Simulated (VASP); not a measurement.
# GaSb (I-4m2) in VASP: further runs

GaSb is run at these levels: r2SCAN; tasks: single point.

Program: VASP 6.6.1. These are calculated values, not measurements. Logs are shortened: lines on timing, memory, paths and dates and some standing lists are left out, and cuts for length are marked.

### 1 The cell of the first run

It takes space group I-4m2 (No. 119, tetragonal). Conventional cell: a = 4.292 Å, b = 4.292 Å, c = 6.183 Å, α = 90.00°, β = 90.00°, γ = 90.00°. Ga (site symmetry -4m2) has 4 Sb at 2.64 Å within 3.5 Å. Within 3.5 Å of Sb (site symmetry -4m2) lie 4 Ga at 2.64 Å.

### 2 Single point, r2SCAN (epitaxial xy strain -1.0%)

File POSCAR:

```
GaSb
1.0
    0.0000000000      3.0352200099      3.0913477143
    3.0352200099      0.0000000000      3.0913477143
    3.0352200099      3.0352200099      0.0000000000
Ga Sb
1 1
Direct
    0.0000000000      0.0000000000      0.0000000000
    0.2500000000      0.2500000000      0.2500000000
```

File INCAR.step1:

```
SYSTEM = GaSb
ALGO = Normal
EDIFF = 1E-4
ENCUT = 520
GGA = PE
ISMEAR = -1
LASPH = .TRUE.
LCHARG = .FALSE.
LREAL = .FALSE.
LWAVE = .TRUE.
NBANDS = 16
NELM = 60
PREC = Accurate
SIGMA = 0.02
```

File INCAR.step2:

```
SYSTEM = GaSb
ALGO = Normal
EDIFF = 1E-6
ENCUT = 520
ISIF = 2
ISMEAR = -1
ISTART = 1
LASPH = .TRUE.
LCHARG = .FALSE.
LMIXTAU = .TRUE.
LREAL = .FALSE.
LWAVE = .FALSE.
METAGGA = R2SCAN
NBANDS = 16
NELM = 60
PREC = Accurate
SIGMA = 0.02
```

File KPOINTS:

```
k-points
0
G
  8 8 8
  0 0 0
```

Potentials or basis: VASP PAW PBE potentials, release 64 (Ga_d, Sb).

On the command line:

```bash
$ cat potpaw_PBE.64/Ga_d/POTCAR potpaw_PBE.64/Sb/POTCAR > POTCAR
$ cp INCAR.step1 INCAR
$ mpirun -np 1 vasp_std > vasp.out
$ cp INCAR.step2 INCAR
$ mpirun -np 1 vasp_std > vasp.out
```

OUTCAR:

```text
SYSTEM = GaSb
   EDIFF = 1E-6
   ENCUT = 520
   ISIF = 2
   ISMEAR = -1
   ISTART = 1
   LASPH = .TRUE.
   LREAL = .FALSE.
   METAGGA = R2SCAN
   NELM = 60
   PREC = Accurate

 ion  position               nearest neighbor table
   1  0.000  0.000  0.000-   2 2.64   2 2.64   2 2.64   2 2.64
   2  0.250  0.250  0.250-   1 2.64   1 2.64   1 2.64   1 2.64

  LATTYP: Found a body centered tetragonal cell.
 ALAT       =     4.2924493028
 C/A-ratio  =     1.4403653934

  Lattice vectors:

 A1 = (  -3.0352200099,   0.0000000000,   3.0913477143)
 A2 = (   3.0352200099,   0.0000000000,   3.0913477143)
 A3 = (   0.0000000000,   3.0352200099,  -3.0913477143)

Analysis of symmetry for initial positions (statically):
=====================================================================
 Subroutine PRICEL returns:
 Original cell was already a primitive cell.

 Routine SETGRP: Setting up the symmetry group for a
 body centered tetragonal supercell.

 Subroutine GETGRP returns: Found  8 space group operations
 (whereof  8 operations were pure point group operations)
 out of a pool of 16 trial point group operations.

The static configuration has the point symmetry D_2d.

Analysis of symmetry for dynamics (positions and initial velocities):
=====================================================================
 Subroutine PRICEL returns:
 Original cell was already a primitive cell.

 Routine SETGRP: Setting up the symmetry group for a
 body centered tetragonal supercell.

 Subroutine GETGRP returns: Found  8 space group operations
 (whereof  8 operations were pure point group operations)
 out of a pool of 16 trial point group operations.

The dynamic configuration has the point symmetry D_2d.

 Subroutine INISYM returns: Found  8 space group operations
 (whereof  8 operations are pure point group operations),
 and found     1 'primitive' translations

----------------------------------------------------------------------------------------

                                     Primitive cell

  volume of cell :      56.9585

  direct lattice vectors                    reciprocal lattice vectors
     0.000000000  3.035220010  3.091347714    -0.164732704  0.164732704  0.161741754
     3.035220010  0.000000000  3.091347714     0.164732704 -0.164732704  0.161741754
     3.035220010  3.035220010  0.000000000     0.164732704  0.164732704 -0.161741754

  length of vectors
[... 74 lines left out ...]
   ISTART =      1    job   : 0-new  1-cont  2-samecut
   ICHARG =      0    charge: 1-file 2-atom 10-const
   ISPIN  =      1    spin polarized calculation?
   LNONCOLLINEAR =      F non collinear calculations
   LSORBIT =      F    spin-orbit coupling
   LASPH  =      T    aspherical Exc in radial PAW
   ENCUT  =  520.0 eV  38.22 Ry    6.18 a.u.   8.06  8.06  7.98*2*pi/ulx,y,z
   NELM   =     60;   NELMIN=  2; NELMDL=  0     # of ELM steps
   EDIFF  = 0.1E-05   stopping-criterion for ELM
   LREAL  =      F    real-space projection
   EDIFFG = 0.1E-04   stopping-criterion for IOM
   NSW    =      0    number of steps for IOM
   IBRION =     -1    ionic relax: 0-MD 1-quasi-New 2-CG
   NFREE  =      0    steps in history (QN), initial steepest desc. (CG)
   ISIF   =      2    stress and relaxation
   ISYM   =      2    0-nonsym 1-usesym 2-fastsym
   POTIM  = 0.5000    time-step for ionic-motion
   TEBEG  =    0.0;   TEEND  =   0.0 temperature during run
   PSTRESS=    0.0 pullay stress
   NELECT =      18.0000    total number of electrons
   NUPDOWN=      -1.0000    fix difference up-down
   EMIN   =  10.00;   EMAX   =-10.00  energy-range for DOS
   EFERMI =   0.00;   METHOD = LEGACY
   ISMEAR =    -1;   SIGMA  =   0.02  broadening in eV -4-tet -1-fermi 0-gaus
   EFERMI_NEDOS =   21; number of points for ismear=-14 and -15
   IALGO  =     38    algorithm
   IMIX   =      4    mixing-type and parameters
     AMIX     =   0.40;   BMIX     =  1.00
     AMIX_MAG =   1.60;   BMIX_MAG =  1.00
  volume/ion in A,a.u.               =      28.48       192.19
  Fermi-wavevector in a.u.,A,eV,Ry     =   1.115098  2.107229 16.918068  1.243443
  Thomas-Fermi vector in A             =   2.251699
   LORBIT       =      0    0 simple, 1 ext, 2 COOP (PROOUT), +10 PAW based schemes
   METAGGA = R2SCAN    functional components
   LHFCALC =     F    Hartree Fock is set to
   AEXX    =    0.0000 exact exchange contribution
   IVDW    =     0    specifies the selected vdW correction
   LEPSILON=     F    determine dielectric tensor
   LRPA    =     F    only Hartree local field effects (RPA)
 non-spin polarized calculation
  energy-cutoff  :      520.00
  volume of cell :       56.96
 maximum number of plane-waves:      1556
   NGX = 17   NGY = 17   NGZ = 15

 number of electron      17.9999987 magnetization

 Free energy of the ion-electron system (eV)
  ---------------------------------------------------
  ext. energy  EPLUGINS =         0.00000000
  ---------------------------------------------------
  free energy    TOTEN  =       -37.59688384 eV

  energy without entropy =      -37.59688380  energy(sigma->0) =      -37.59688382

 E-fermi :   5.0075     XC(G=0):  -9.7450

 val. band max:        4.7771975189   @ k =   0.0000   0.0000   0.0000
 cond. band min:       5.2240113116   @ k =   0.0000   0.0000   0.0000
 fundamental gap:      0.4468137927
 Fermi energy:         5.0075364425

 k-point     1 :       0.0000    0.0000    0.0000
  band No.  band energies     occupation
      1     -10.7710      2.00000
      2     -10.7686      2.00000
      3     -10.7686      2.00000
      4     -10.7129      2.00000
      5     -10.7106      2.00000
      6      -7.2294      2.00000
[... 433 lines left out ...]
      3     -10.7566      2.00000
      4     -10.7157      2.00000
      5     -10.7094      2.00000
      6      -5.9812      2.00000
[... 8 lines left out ...]
     15      13.8008      0.00000
     16      14.5247      0.00000

 [... further k-points ...]
[... 5 lines left out ...]
  --------------------------------------------------------------------------------------
  -------------------------------------------------------------------------------------
  Total        0.3720037      0.3720037      0.0429317      0.0000000      0.0000000     -0.0000000
  in kB       10.4640451     10.4640451      1.2076200      0.0000000      0.0000000     -0.0000000
  external PRESSURE =       7.3785700 kB  Pullay stress =       0.0000000 kB

 VOLUME and BASIS-vectors are now :
 -----------------------------------------------------------------------------
  energy-cutoff  :      520.00
  volume of cell :       56.96
      direct lattice vectors                 reciprocal lattice vectors
     0.000000000  3.035220010  3.091347714    -0.164732704  0.164732704  0.161741754
     3.035220010  0.000000000  3.091347714     0.164732704 -0.164732704  0.161741754
     3.035220010  3.035220010  0.000000000     0.164732704  0.164732704 -0.161741754

 POSITION                                       TOTAL-FORCE (eV/Angst)
 -----------------------------------------------------------------------------------
      0.00000      0.00000      0.00000         0.000000      0.000000     -0.000000
      1.51761      1.51761      1.54567        -0.000000     -0.000000      0.000000
 -----------------------------------------------------------------------------------
    total drift:                                0.000000      0.000000     -0.000006

  FREE ENERGIE OF THE ION-ELECTRON SYSTEM (eV)
  ---------------------------------------------------
  free  energy   TOTEN  =       -37.5968838380 eV

  energy  without entropy=      -37.5968838001  energy(sigma->0) =      -37.59688382
```

It took 68 s on 1 thread of Intel Xeon Platinum 8488C (Sapphire Rapids), shared host; peak memory 0.22 GiB.

What came out:

```yaml
Free_energy: -37.5969 eV
Pressure: 0.7 GPa
Band_gap_on_the_k_mesh: 0.45 eV
```

Caveat: the cell differs from its parent crystal (epitaxial xy strain -1.0%); semilocal functionals underestimate gaps, and a narrow one can read as zero; the PAW data sets were made with another functional, which shifts forces and pressure a little; spin-orbit coupling is left out, which moves the levels of the heavy elements.

### 3 Single point, r2SCAN (epitaxial xy strain +1.0%)

File POSCAR:

```
GaSb
1.0
    0.0000000000      3.0965375859      3.0393928390
    3.0965375859      0.0000000000      3.0393928390
    3.0965375859      3.0965375859      0.0000000000
Ga Sb
1 1
Direct
    0.0000000000      0.0000000000      0.0000000000
    0.2500000000      0.2500000000      0.2500000000
```

File INCAR.step1:

```
PREC = Accurate
ENCUT = 520
ISMEAR = -1
SIGMA = 0.02
LREAL = F
LASPH = T
NELM = 100
NBANDS = 16
GGA = PE
ALGO = Normal
EDIFF = 1E-4
LWAVE = T
LCHARG = F
```

File INCAR.step2:

```
PREC = Accurate
ENCUT = 520
EDIFF = 1E-7
ISMEAR = -1
SIGMA = 0.02
LREAL = F
LASPH = T
NELM = 100
ALGO = Normal
ISIF = 2
LWAVE = F
LCHARG = F
METAGGA = R2SCAN
LMIXTAU = T
NBANDS = 16
ISTART = 1
```

File KPOINTS:

```
Automatic mesh
0
Gamma
  8 8 8
```

Potentials or basis: VASP PAW PBE potentials, release 64 (Ga_d, Sb).

On the command line:

```bash
$ cat potpaw_PBE.64/Ga_d/POTCAR potpaw_PBE.64/Sb/POTCAR > POTCAR
$ cp INCAR.step1 INCAR
$ mpirun -np 1 vasp_std > vasp.out
$ cp INCAR.step2 INCAR
$ mpirun -np 1 vasp_std > vasp.out
```

Run time: 2 min. Hardware: 1 thread of Intel Xeon Platinum 8488C (Sapphire Rapids), shared host; peak memory 0.23 GiB.

The run converged. Its results:

```yaml
Free_energy: -37.5977 eV
Pressure: -0.5 GPa
Band_gap_on_the_k_mesh: 0.24 eV
```

Stress tensor (GPa, compression positive):
```
-0.80  0.00  0.00
 0.00 -0.80  0.00
 0.00  0.00  0.09
```

Levels at points of the mesh, in eV from the valence-band top:
```tsv
k point	band 7	band 8	band 9	band 10	band 11	band 12
(0.00, 0.00, 0.00)	-0.11	-0.11	0.00	0.24	2.87	2.94
(0.50, 0.00, 0.00)	-6.56	-1.33	-1.18	0.56	3.89	4.00
(0.50, 0.50, 0.00)	-6.98	-2.78	-2.78	0.97	1.36	9.08
(0.50, 0.00, 0.50)	-7.07	-2.67	-2.66	1.11	1.48	9.04
```

Caveat: the cell differs from its parent crystal (epitaxial xy strain +1.0%); semilocal functionals underestimate gaps, and a narrow one can read as zero; the PAW data sets were made with another functional, which shifts forces and pressure a little; spin-orbit coupling is left out, which moves the levels of the heavy elements. A k mesh can miss the band edges.
